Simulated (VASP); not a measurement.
Wanted: the native input for a VASP 6.6.1 run.

- Task: relaxation of cell and atoms
- Functional: PBE
- Potentials or basis: VASP PAW PBE potentials, release 64 (Mg, Cd, S)
- Cutoff: 600 eV
- k mesh: 12 × 12 × 4
- Occupations: gaussian, width 0.02 eV
- Spin: no spin polarisation
- Dipole correction: no
- Further INCAR settings: ALGO = Normal; EDIFF = 1e-07; IBRION = 2; EDIFFG = -0.01; NSW = 100; ISIF = 3

The structure of Mg2CdS3 lies in POSCAR:

```
Mg2CdS3
1.0
    3.7690887102      0.0000000000      0.0000000000
   -1.8845443551      3.2641265721      0.0000000000
    0.0000000000      0.0000000000      9.2267705402
Mg Cd S
2 1 3
Direct
    0.3333333333      0.6666666667      0.6618837324
    0.6666666667      0.3333333333      0.3381162676
    0.0000000000      0.0000000000      0.0000000000
    0.0000000000      0.0000000000      0.5000000000
    0.3333333333      0.6666666667      0.1783877715
    0.6666666667      0.3333333333      0.8216122285
```

The input as run:

INCAR

```
SYSTEM = Mg2CdS3
ALGO = Normal
EDIFF = 1E-7
EDIFFG = -0.01
ENCUT = 600
GGA = PE
IBRION = 2
ISIF = 3
ISMEAR = 0
LASPH = .True.
LCHARG = .False.
LREAL = .False.
LWAVE = .False.
NELM = 100
NSW = 100
PREC = Accurate
SIGMA = 0.02
```

KPOINTS

```
k-points
0
Gamma
  12 12 4
  0 0 0
```

Potentials or basis: VASP PAW PBE potentials, release 64 (Mg, Cd, S).

The run is started by

```console
$ cat potpaw_PBE.64/Mg/POTCAR potpaw_PBE.64/Cd/POTCAR potpaw_PBE.64/S/POTCAR > POTCAR
$ mpirun -np 1 vasp_std > vasp.out
```

It gave:

* Relaxed volume: 18.86 Å³/atom
* Relaxed cell: a = 3.763 Å, b = 3.763 Å, c = 9.229 Å, α = 90.00°, β = 90.00°, γ = 120.00°
* Space group after relaxing (to 0.1 Å): P-3m1 (No. 164)
* Energy gained by relaxing: 0.1 meV/atom
* Ionic steps: 4
* Pressure after relaxing: 0.0 GPa
* Largest force after relaxing: 0.007 eV/Å
* Band gap on the k mesh: 1.68 eV (least direct gap 2.30 eV)

Run time: 14 min on 1 thread of Oxide Virtual Turin-like Processor (shared host), peak memory 0.38 GiB.
